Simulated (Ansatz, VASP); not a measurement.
One calculation of TeW3, two programs

```
CELL_PARAMETERS angstrom
6.16460 0.00000 0.00000
-3.08230 5.33870 0.00000
0.00000 0.00000 4.53387
ATOMIC_POSITIONS crystal
Te 0.33333 0.66667 0.25000
Te 0.66667 0.33333 0.75000
W 0.85445 0.70889 0.25000
W 0.14555 0.85445 0.75000
W 0.29111 0.14555 0.25000
W 0.14555 0.29111 0.75000
W 0.85445 0.14555 0.25000
W 0.70889 0.85445 0.75000
```

Alike in both runs: functional PBE; k mesh 6 × 6 × 8; occupations gaussian, width 0.1 eV; no spin polarisation.

Ansatz relaxed the structure, and its values are those at the end. VASP's run is a single point on that final structure, the one shown.

|  | VASP | Ansatz |
| --- | --- | --- |
| version | VASP 6.6.1 | Ansatz 0.2.0 |
| potentials or method | VASP PAW PBE potentials, release 64 (Te, W_sv), cutoff 520 eV | scalar-relativistic, plane waves, PAW |
| valence electrons in the cell | 96 | 116 |

|  | VASP | Ansatz | Ansatz less VASP |
| --- | --- | --- | --- |
| gap on the k mesh at the Fermi level (eV) | none | none | - |
| pressure (GPa) | 0.3 | 0.0 | -0.31 |
| rms of the force components (eV/Å) | 0.017 | 0.000 | -0.0168 |

A gap of «none» marks a metal or a gap that the smearing closes. VASP's potentials hold 96 valence electrons a cell and Ansatz's 116, so a difference there can come from the potentials and not from the codes.

Neither program's run includes spin-orbit coupling.
